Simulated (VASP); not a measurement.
**CuO (Tenorite): single point with r2SCAN**

CuO (Tenorite):

```
CELL_PARAMETERS angstrom
2.34465 -1.71340 0.00000
2.34465 1.71340 0.00000
-0.86055 0.00000 5.05944
ATOMIC_POSITIONS crystal
Cu 0.49680 0.00320 0.50000
Cu 0.00320 0.49680 0.00000
O 0.40560 0.57140 0.75370
O 0.57140 0.40560 0.25370
```

```json
{
  "Program": "VASP 6.6.1",
  "Task": "single point",
  "Functional": "r2SCAN",
  "Potentials or basis": "VASP PAW PBE potentials, release 64 (Cu, O)",
  "Cutoff": "520 eV",
  "k mesh": "10 × 10 × 5",
  "Occupations": "fermi-dirac, width 0.05 eV",
  "Spin": "no spin polarisation",
  "Dipole correction": "no",
  "Further INCAR settings": "ALGO = Normal; EDIFF = 1e-07; NBANDS = 25"
}
```

```json
{
  "Pressure": "-0.4 GPa",
  "Largest force": "0.766 eV/Å",
  "Band gap on the k mesh": "zero (band 17 reaches 5.75 eV, above the bottom of band 18 at 5.16 eV)"
}
```

Forces in eV/Å, atoms in the order of the input:
```
Cu  -0.635 -0.349  0.250
Cu  -0.635  0.349  0.250
O    0.635 -0.290 -0.250
O    0.635  0.290 -0.250
```

Stress tensor (GPa, compression positive):
```
-0.62  0.00 -1.27
 0.00  0.82  0.00
-1.27  0.00 -1.27
```

Levels at points of the mesh, in eV from the Fermi level:
```tsv
k point	band 15	band 16	band 17	band 18	band 19	band 20
(0.00, 0.00, 0.00)	-2.31	-1.86	0.20	0.94	2.04	6.56
(0.50, 0.00, 0.00)	-1.65	-1.55	-0.02	0.30	5.33	6.85
(0.50, 0.50, 0.00)	-1.70	-1.39	-0.76	1.10	3.78	7.56
```

Wall time 2.9 min on 1 thread of Intel(R) Xeon(R) 6975P-C (Granite Rapids) (shared host), peak memory 0.25 GiB.

Caveat: the PAW data sets were made with another functional, which shifts forces and pressure a little; semilocal functionals often make such compounds metallic where correlation or magnetic order opens a gap, which also shifts bond lengths. With open d or f shells a metallic result of r2SCAN can be an artefact of self-interaction; +U or a hybrid may open a gap.
